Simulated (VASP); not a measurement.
# Sr (Fm-3m) in VASP: further runs

Sr is run at these levels: PBE; tasks: relaxation of cell and atoms.

All numbers are computed with VASP 6.6.1; they aren't measurements. Logs are shortened: lines on timing, memory, paths and dates and some standing lists are left out, and cuts for length are marked.

## Step 1: The cell of the first run

The structure is cubic, space group Fm-3m (No. 225). Conventional cell: a = 4.997 Å, b = 4.997 Å, c = 4.997 Å, α = 90.00°, β = 90.00°, γ = 90.00°. Sr (site symmetry m-3m) has 12 Sr at 3.53 Å within 4.6 Å.

## Step 2: Relaxation of cell and atoms, PBE, target pressure 25 GPa, at which the enthalpy is minimised

INCAR

```
SYSTEM = Sr
PREC     = Accurate       ! precision mode
ENCUT    = 600            ! plane-wave cutoff, eV
EDIFF    = 1E-6           ! SCF threshold, eV
ISMEAR   = 0              ! smearing method
SIGMA    = 0.1            ! smearing width, eV
LREAL    = .False.        ! projectors in reciprocal space
LASPH    = .True.         ! aspherical terms in the spheres
NELM     = 80             ! most SCF steps
ALGO     = Normal         ! electronic algorithm
ISIF     = 3              ! what is computed and relaxed
LWAVE    = .False.        ! write WAVECAR
LCHARG   = .False.        ! write CHGCAR
GGA      = PE             ! functional
IBRION   = 2              ! ionic algorithm
NSW      = 70             ! ionic steps
EDIFFG   = -0.008         ! ionic threshold
PSTRESS  = 250.0
```

KPOINTS

```
Automatic mesh
0
Gamma
  14 14 14
  0 0 0
```

POSCAR

```
Sr
1.0
    0.0000000000      2.4984686996      2.4984686996
    2.4984686996      0.0000000000      2.4984686996
    2.4984686996      2.4984686996      0.0000000000
Sr
1
Direct
    0.0000000000      0.0000000000      0.0000000000
```

Potentials or basis: VASP PAW PBE potentials, release 64 (Sr_sv).

Started as:

```sh
$ cat potpaw_PBE.64/Sr_sv/POTCAR > POTCAR
$ mpirun -np 1 vasp_std > vasp.out
```

OUTCAR:

```text
SYSTEM = Sr
   PREC = Accurate
   ENCUT = 600
   EDIFF = 1E-6
   ISMEAR = 0
   LREAL = .False.
   LASPH = .True.
   NELM = 80
   ISIF = 3
   GGA = PE
   IBRION = 2
   NSW = 70
   EDIFFG = -0.008
   PSTRESS = 250.0

 ion  position               nearest neighbor table
   1  0.000  0.000  0.000-

  LATTYP: Found a face centered cubic cell.
 ALAT       =     4.9969373992

  Lattice vectors:

 A1 = (   0.0000000000,   2.4984686996,   2.4984686996)
 A2 = (   2.4984686996,   0.0000000000,   2.4984686996)
 A3 = (   2.4984686996,   2.4984686996,   0.0000000000)

Analysis of symmetry for initial positions (statically):
=====================================================================
 Subroutine PRICEL returns:
 Original cell was already a primitive cell.

 Routine SETGRP: Setting up the symmetry group for a
 face centered cubic supercell.

 Subroutine GETGRP returns: Found 48 space group operations
 (whereof 48 operations were pure point group operations)
 out of a pool of 48 trial point group operations.

The static configuration has the point symmetry O_h .

Analysis of symmetry for dynamics (positions and initial velocities):
=====================================================================
 Subroutine PRICEL returns:
 Original cell was already a primitive cell.

 Routine SETGRP: Setting up the symmetry group for a
 face centered cubic supercell.

 Subroutine GETGRP returns: Found 48 space group operations
 (whereof 48 operations were pure point group operations)
 out of a pool of 48 trial point group operations.

The dynamic configuration has the point symmetry O_h .

 Subroutine INISYM returns: Found 48 space group operations
 (whereof 48 operations are pure point group operations),
 and found     1 'primitive' translations

----------------------------------------------------------------------------------------

                                     Primitive cell

  volume of cell :      31.1926

  direct lattice vectors                    reciprocal lattice vectors
     0.000000000  2.498468700  2.498468700    -0.200122579  0.200122579  0.200122579
     2.498468700  0.000000000  2.498468700     0.200122579 -0.200122579  0.200122579
     2.498468700  2.498468700  0.000000000     0.200122579  0.200122579 -0.200122579

  length of vectors
     3.533368320  3.533368320  3.533368320     0.346622475  0.346622475  0.346622475

  position of ions in fractional coordinates (direct lattice)
     0.000000000  0.000000000  0.000000000

  ion indices of the primitive-cell ions
   primitive index   ion index
                 1           1

----------------------------------------------------------------------------------------

 KPOINTS: Automatic mesh

Automatic generation of k-mesh.
 Grid dimensions read from file:
 generate k-points for:   14   14   14

 Generating k-lattice:

  Cartesian coordinates                     Fractional coordinates (reciprocal lattice)
    -0.014294470  0.014294470  0.014294470     0.071428571  0.000000000  0.000000000
     0.014294470 -0.014294470  0.014294470     0.000000000  0.071428571  0.000000000
     0.014294470  0.014294470 -0.014294470     0.000000000  0.000000000  0.071428571

  Length of vectors
     0.024758748  0.024758748  0.024758748

  Shift w.r.t. Gamma in fractional coordinates (k-lattice)
     0.000000000  0.000000000  0.000000000

 Subroutine IBZKPT returns following result:
 ===========================================

 Found    104 irreducible k-points:

 Following reciprocal coordinates:
            Coordinates               Weight
  0.000000  0.000000  0.000000      1.000000
  0.071429  0.000000  0.000000      8.000000
  0.142857  0.000000  0.000000      8.000000
  0.214286  0.000000  0.000000      8.000000
  0.285714  0.000000  0.000000      8.000000
  0.357143  0.000000  0.000000      8.000000
[... 16 lines left out ...]
  0.214286  0.142857  0.000000     24.000000
  0.285714  0.142857  0.000000     24.000000
 [... further k-points ...]
   k-points           NKPTS =    104   k-points in BZ     NKDIM =    104   number of bands    NBANDS=      9
   number of dos      NEDOS =    301   number of ions     NIONS =      1
   total plane-waves  NPLWV =  21952
   dimension x,y,z NGX =    28 NGY =   28 NGZ =   28
   dimension x,y,z NGXF=    56 NGYF=   56 NGZF=   56
   ions per type =               1
   NGX,Y,Z   is equivalent  to a cutoff of  13.17, 13.17, 13.17 a.u.
   NGXF,Y,Z  is equivalent  to a cutoff of  26.35, 26.35, 26.35 a.u.
 SYSTEM =  Sr
   PREC   = accura    normal or accurate (medium, high low for compatibility)
   ISTART =      0    job   : 0-new  1-cont  2-samecut
   ICHARG =      2    charge: 1-file 2-atom 10-const
   ISPIN  =      1    spin polarized calculation?
   LNONCOLLINEAR =      F non collinear calculations
   LSORBIT =      F    spin-orbit coupling
   LASPH  =      T    aspherical Exc in radial PAW
   ENCUT  =  600.0 eV  44.10 Ry    6.64 a.u.   7.06  7.06  7.06*2*pi/ulx,y,z
   NELM   =     80;   NELMIN=  2; NELMDL= -5     # of ELM steps
   EDIFF  = 0.1E-05   stopping-criterion for ELM
   LREAL  =      F    real-space projection
   EDIFFG = -.8E-02   stopping-criterion for IOM
   NSW    =     70    number of steps for IOM
   IBRION =      2    ionic relax: 0-MD 1-quasi-New 2-CG
   NFREE  =      1    steps in history (QN), initial steepest desc. (CG)
   ISIF   =      3    stress and relaxation
   ISYM   =      2    0-nonsym 1-usesym 2-fastsym
   POTIM  = 0.5000    time-step for ionic-motion
   TEBEG  =    0.0;   TEEND  =   0.0 temperature during run
   PSTRESS=  250.0 pullay stress
   NELECT =      10.0000    total number of electrons
   NUPDOWN=      -1.0000    fix difference up-down
   EMIN   =  10.00;   EMAX   =-10.00  energy-range for DOS
   EFERMI =   0.00;   METHOD = LEGACY
   ISMEAR =     0;   SIGMA  =   0.10  broadening in eV -4-tet -1-fermi 0-gaus
   EFERMI_NEDOS =   21; number of points for ismear=-14 and -15
   IALGO  =     38    algorithm
   IMIX   =      4    mixing-type and parameters
     AMIX     =   0.40;   BMIX     =  1.00
     AMIX_MAG =   1.60;   BMIX_MAG =  1.00
  volume/ion in A,a.u.               =      31.19       210.50
  Fermi-wavevector in a.u.,A,eV,Ry     =   1.120446  2.117336 17.080743  1.255399
  Thomas-Fermi vector in A             =   2.257092
   LORBIT       =      0    0 simple, 1 ext, 2 COOP (PROOUT), +10 PAW based schemes
   GGA     = PE    functional components
   LHFCALC =     F    Hartree Fock is set to
   AEXX    =    0.0000 exact exchange contribution
   IVDW    =     0    specifies the selected vdW correction
   LEPSILON=     F    determine dielectric tensor
   LRPA    =     F    only Hartree local field effects (RPA)
 conjugate gradient relaxation of ions
 non-spin polarized calculation
 Gauss-broadening in eV      SIGMA  =   0.10
  energy-cutoff  :      600.00
  volume of cell :       31.19
 maximum number of plane-waves:      1056
   NGX = 15   NGY = 15   NGZ = 15

--------------------------------------- Ionic step        1  -------------------------------------------

 number of electron      10.0000000 magnetization

 Free energy of the ion-electron system (eV)
  ---------------------------------------------------
  ext. energy  EPLUGINS =         0.00000000
  ---------------------------------------------------
  free energy    TOTEN  =        -0.84039120 eV

  energy without entropy =       -0.83488709  energy(sigma->0) =       -0.83763915

 E-fermi :   3.9135     XC(G=0):  -9.3142

 val. band max:        3.8617161963   @ k =   0.4286   0.3571   0.0000
 cond. band min:       3.9247331986   @ k =   0.5000   0.3571   0.0000
 fundamental gap:      0.0630170024
 Fermi energy:         3.9135495190

 k-point     1 :       0.0000    0.0000    0.0000
  band No.  band energies     occupation
      1     -31.8014      2.00000
      2     -13.2863      2.00000
      3     -13.2863      2.00000
      4     -13.2863      2.00000
      5      -0.2149      2.00000
      6       6.8991      0.00000
      7       6.8991      0.00000
      8       6.8991      0.00000
      9       9.5458      0.00000
[... 265 lines left out ...]
 k-point    24 :       0.2857    0.1429    0.0000
  band No.  band energies     occupation
      1     -31.7048      2.00000
      2     -13.9120      2.00000
      3     -13.4434      2.00000
      4     -13.4331      2.00000
      5       1.6542      2.00000
      6       5.1739      0.00000
      7       6.7268      0.00000
      8       7.6592      0.00000
      9       8.6289      0.00000

 [... further k-points ...]
[... 5 lines left out ...]
  --------------------------------------------------------------------------------------
  -------------------------------------------------------------------------------------
  Total        3.0530004      3.0530004      3.0530004      0.0000000      0.0000000     -0.0000000
  in kB      156.8143178    156.8143178    156.8143178      0.0000000      0.0000000     -0.0000000
  external PRESSURE =     -93.1856822 kB  Pullay stress =     250.0000000 kB
[... 90 lines left out ...]
  FREE ENERGIE OF THE ION-ELECTRON SYSTEM (eV)
  ---------------------------------------------------
  free  energy   TOTEN  =        -0.2329906969 eV

  energy  without entropy=       -0.2270279295  energy(sigma->0) =       -0.23000931

  enthalpy is  TOTEN    =         3.8709674671 eV   P V=        4.1039581641

[... ionic steps 4 to 14 ...]

--------------------------------------- Ionic step       15  -------------------------------------------

 number of electron      10.0000000 magnetization

------------------------ aborting loop because EDIFF is reached ----------------------------------------

  FORCE on cell =-STRESS in cart. coord.  units (eV):
  Direction    XX          YY          ZZ          XY          YZ          ZX
  --------------------------------------------------------------------------------------
  -------------------------------------------------------------------------------------
  Total        4.1010053      4.1010053      4.1010053      0.0000000      0.0000000      0.0000000
  in kB      249.0399823    249.0399823    249.0399823      0.0000000      0.0000000      0.0000000
  external PRESSURE =      -0.9600177 kB  Pullay stress =     250.0000000 kB
[... 59 lines left out ...]
  enthalpy is  TOTEN    =         3.8709607277 eV   P V=        4.1156805376

--------------------------------------- Ionic step       17  -------------------------------------------

 number of electron      10.0000000 magnetization

 Free energy of the ion-electron system (eV)
  ---------------------------------------------------
  ext. energy  EPLUGINS =         0.00000000
  ---------------------------------------------------
  free energy    TOTEN  =        -0.24245953 eV

  energy without entropy =       -0.23653973  energy(sigma->0) =       -0.23949963

 E-fermi :   4.7910     XC(G=0): -10.0071

 val. band max:        4.7491928861   @ k =   0.4286   0.3571   0.0714
 cond. band min:       4.7931136691   @ k =  -0.4286   0.2857   0.1429
 fundamental gap:      0.0439207830
 Fermi energy:         4.7910063654

 k-point     1 :       0.0000    0.0000    0.0000
  band No.  band energies     occupation
      1     -30.8509      2.00000
      2     -11.9741      2.00000
      3     -11.9741      2.00000
      4     -11.9741      2.00000
      5       0.8023      2.00000
      6       7.9595      0.00000
      7       7.9595      0.00000
      8       7.9595      0.00000
      9      11.0872      0.00000
[... 265 lines left out ...]
 k-point    24 :       0.2857    0.1429    0.0000
  band No.  band energies     occupation
      1     -30.6711      2.00000
      2     -12.9693      2.00000
      3     -12.2213      2.00000
      4     -12.2063      2.00000
      5       2.9610      2.00000
      6       6.0545      0.00000
      7       7.7812      0.00000
      8       8.9113      0.00000
      9      10.0833      0.00000

 [... further k-points ...]
[... 5 lines left out ...]
  --------------------------------------------------------------------------------------
  -------------------------------------------------------------------------------------
  Total        4.1080819      4.1080819      4.1080819     -0.0000000      0.0000000     -0.0000000
  in kB      249.6759326    249.6759326    249.6759326     -0.0000000      0.0000000     -0.0000000
  external PRESSURE =      -0.3240674 kB  Pullay stress =     250.0000000 kB
[... 16 lines left out ...]
  FREE ENERGIE OF THE ION-ELECTRON SYSTEM (eV)
  ---------------------------------------------------
  free  energy   TOTEN  =        -0.2424595335 eV

  energy  without entropy=       -0.2365397255  energy(sigma->0) =       -0.23949963

  enthalpy is  TOTEN    =         3.8709544105 eV   P V=        4.1134139440

 reached required accuracy - stopping structural energy minimisation
```

Wall time 68 s (1 thread of Intel Xeon 6975P-C (Granite Rapids), shared host); peak memory 0.2 GiB.

What came out:

- Free energy: -0.2425 eV
- Relaxed volume: 26.36 Å³/atom
- Relaxed cell: a = 3.341 Å, b = 3.341 Å, c = 3.341 Å, α = 60.00°, β = 60.00°, γ = 60.00°
- Space group after relaxing (to 0.1 Å): Fm-3m (No. 225)
- Energy change on relaxing (the run minimises the enthalpy): +597.9 meV/atom
- Ionic steps: 17
- Pressure after relaxing: 25.0 GPa
- Band gap on the k mesh: zero (bands 5 and 6 overlap by 1.03 eV)

Step by step:
| step | energy change (eV) | largest force (eV/Å) | pressure (GPa) | volume (Å³) |
| --- | --- | --- | --- | --- |
| 1 | 0.0000 | 0.0000 | 15.68 | 31.19 |
| 2 | 1.0707 | 0.0000 | 32.41 | 23.70 |
| 3 | 0.6074 | 0.0000 | 25.10 | 26.30 |
| 4 | 0.5930 | 0.0000 | 24.88 | 26.39 |
| 5 | 0.5931 | 0.0000 | 24.88 | 26.39 |
| 6 | 0.5934 | 0.0000 | 24.86 | 26.39 |
| 7 | 0.5934 | 0.0000 | 24.89 | 26.39 |
| 8 | 0.5934 | 0.0000 | 24.89 | 26.39 |
| 9 | 0.5934 | 0.0000 | 24.89 | 26.39 |
| 10 | 0.5934 | 0.0000 | 24.89 | 26.39 |
| 11 | 0.5935 | 0.0000 | 24.89 | 26.39 |
| 12 | 0.5936 | 0.0000 | 24.89 | 26.39 |
| 13 | 0.5937 | 0.0000 | 24.88 | 26.39 |
| 14 | 0.5940 | 0.0000 | 24.87 | 26.39 |
| 15 | 0.5945 | 0.0000 | 24.90 | 26.38 |
| 16 | 0.5957 | 0.0000 | 24.92 | 26.38 |
| 17 | 0.5979 | 0.0000 | 24.97 | 26.36 |

Final structure:
```cif
data_structure
_symmetry_space_group_name_H-M 'P 1'
_symmetry_Int_Tables_number 1
_cell_length_a 3.3406
_cell_length_b 3.3406
_cell_length_c 3.3406
_cell_angle_alpha 60.000
_cell_angle_beta 60.000
_cell_angle_gamma 60.000
_cell_volume 26.36
loop_
_atom_site_label
_atom_site_type_symbol
_atom_site_fract_x
_atom_site_fract_y
_atom_site_fract_z
_atom_site_occupancy
Sr1 Sr 0.00000 0.00000 0.00000 1
```

Caveat: the cell is relaxed towards a set pressure, so the run minimises the enthalpy, not the energy; the volume moved by over 15 % at a fixed basis, so the end points are rough.

## Step 3: Relaxation of cell and atoms, PBE, target pressure 4 GPa, at which the enthalpy is minimised

This run uses another cell than the first one, of 46.69 Å³/atom.

INCAR

```
ALGO = Normal ; EDIFF = 1E-6
EDIFFG = -0.008 ; ENCUT = 600
GGA = PE ; IBRION = 2
ISIF = 3 ; ISMEAR = 0
LASPH = True ; LCHARG = False
LREAL = False ; LWAVE = False
NELM = 100 ; NSW = 70
PREC = Accurate ; PSTRESS = 40.0
SIGMA = 0.1
```

KPOINTS

```
k-points
0
Gamma
  12 12 12
```

POSCAR

```
Sr
1.0
    0.0000000000      2.8580856361      2.8580856361
    2.8580856361      0.0000000000      2.8580856361
    2.8580856361      2.8580856361      0.0000000000
Sr
1
Direct
    0.0000000000      0.0000000000      0.0000000000
```

Potentials or basis: VASP PAW PBE potentials, release 64 (Sr_sv).

Started as:

```sh
$ cat potpaw_PBE.64/Sr_sv/POTCAR > POTCAR
$ mpirun -np 1 vasp_std > vasp.out
```

It took 21 s on 1 thread of Intel Xeon 6975P-C (Granite Rapids), shared host; peak memory 0.2 GiB.

The run converged. Its results:

```yaml
Free_energy: -1.5227 eV
Relaxed_volume: 43.61 Å³/atom
Relaxed_cell: a = 3.951 Å, b = 3.951 Å, c = 3.951 Å, α = 60.00°, β = 60.00°, γ = 60.00°
Space_group_after_relaxing_to_0.1_Å: Fm-3m (No. 225)
Energy_change_on_relaxing_the_run_minimises_the_enthalpy: +61.9 meV/atom
Ionic_steps: 3
Pressure_after_relaxing: 4.0 GPa
```

The path:
```csv
step,energy change (eV),largest force (eV/Å),pressure (GPa),volume (Å³)
1,0.0000,0.0000,2.49,46.69
2,0.0577,0.0000,3.90,43.78
3,0.0619,0.0000,4.01,43.61
```

Final structure:
```
Sr
1.0
     0.00000    2.79366    2.79366
     2.79366    0.00000    2.79366
     2.79366    2.79366    0.00000
Sr
1
Direct
  0.00000 0.00000 0.00000
```

Levels at points of the mesh, in eV from the Fermi level:
| k point | band 3 | band 4 | band 5 | band 6 | band 7 | band 8 |
| --- | --- | --- | --- | --- | --- | --- |
| (0.00, 0.00, 0.00) | -18.06 | -18.06 | -4.01 | 2.54 | 2.54 | 2.54 |
| (0.50, 0.00, 0.00) | -18.12 | -18.12 | -1.29 | 0.43 | 2.33 | 2.33 |
| (0.50, 0.50, 0.00) | -18.21 | -18.21 | -0.99 | 0.07 | 1.67 | 5.79 |

Caveat: the cell is relaxed towards a set pressure, so the run minimises the enthalpy, not the energy.

## Step 4: Relaxation of cell and atoms, PBE, target pressure 50 GPa, at which the enthalpy is minimised

This run uses another cell than the first one, of 24.22 Å³/atom.

INCAR

```
SYSTEM = Sr
ALGO     = Normal         ! electronic algorithm
EDIFF    = 1E-6           ! SCF threshold, eV
EDIFFG   = -0.008         ! ionic threshold
ENCUT    = 600            ! plane-wave cutoff, eV
GGA      = PE             ! functional
IBRION   = 2              ! ionic algorithm
ISIF     = 3              ! what is computed and relaxed
ISMEAR   = 0              ! smearing method
LASPH    = .True.         ! aspherical terms in the spheres
LCHARG   = .False.        ! write CHGCAR
LREAL    = .False.        ! projectors in reciprocal space
LWAVE    = .False.        ! write WAVECAR
NELM     = 100            ! most SCF steps
NSW      = 70             ! ionic steps
PREC     = Accurate       ! precision mode
PSTRESS  = 500.0        
SIGMA    = 0.1            ! smearing width, eV
```

KPOINTS

```
k-points
0
Gamma
  16 16 16
  0 0 0
```

POSCAR

```
Sr
1.0
    0.0000000000      2.2964318623      2.2964318623
    2.2964318623      0.0000000000      2.2964318623
    2.2964318623      2.2964318623      0.0000000000
Sr
1
Direct
    0.0000000000      0.0000000000      0.0000000000
```

Started as:

```sh
$ cat potpaw_PBE.64/Sr_sv/POTCAR > POTCAR
$ mpirun -np 1 vasp_std > vasp.out
```

Wall time 70 s (1 thread of Intel Xeon 6975P-C (Granite Rapids), shared host); peak memory 0.21 GiB.

The run converged. Its results:

* Free energy: 1.2270 eV
* Relaxed volume: 19.76 Å³/atom
* Relaxed cell: a = 3.035 Å, b = 3.035 Å, c = 3.035 Å, α = 60.00°, β = 60.00°, γ = 60.00°
* Space group after relaxing (to 0.1 Å): Fm-3m (No. 225)
* Energy change on relaxing (the run minimises the enthalpy): +1098.9 meV/atom
* Ionic steps: 6
* Pressure after relaxing: 49.9 GPa
* Band gap on the k mesh: zero (bands 5 and 6 overlap by 2.39 eV)

Step by step:
| step | energy change (eV) | largest force (eV/Å) | pressure (GPa) | volume (Å³) |
| --- | --- | --- | --- | --- |
| 1 | 0.0000 | 0.0000 | 30.75 | 24.22 |
| 2 | 2.9485 | 0.0000 | 90.83 | 15.39 |
| 3 | 1.0161 | 0.0000 | 48.61 | 20.03 |
| 4 | 1.0817 | 0.0000 | 49.66 | 19.82 |
| 5 | 1.1073 | 0.0000 | 50.09 | 19.73 |
| 6 | 1.0989 | 0.0000 | 49.95 | 19.76 |

Final structure:
```
Sr
1.0
     0.00000    2.14578    2.14578
     2.14578    0.00000    2.14578
     2.14578    2.14578    0.00000
Sr
1
Direct
  0.00000 0.00000 0.00000
```

Levels at points of the mesh, in eV from the Fermi level:
| k point | band 3 | band 4 | band 5 | band 6 | band 7 | band 8 |
| --- | --- | --- | --- | --- | --- | --- |
| (0.00, 0.00, 0.00) | -15.95 | -15.95 | -3.16 | 3.40 | 3.40 | 3.40 |
| (0.50, 0.00, 0.00) | -16.39 | -16.39 | -1.59 | 2.92 | 2.92 | 5.24 |
| (0.50, 0.50, 0.00) | -17.24 | -17.24 | -2.74 | -1.53 | 8.25 | 10.86 |

Caveat: the cell is relaxed towards a set pressure, so the run minimises the enthalpy, not the energy; the volume moved by over 15 % at a fixed basis, so the end points are rough.

(Continued in part 2 of 2.)
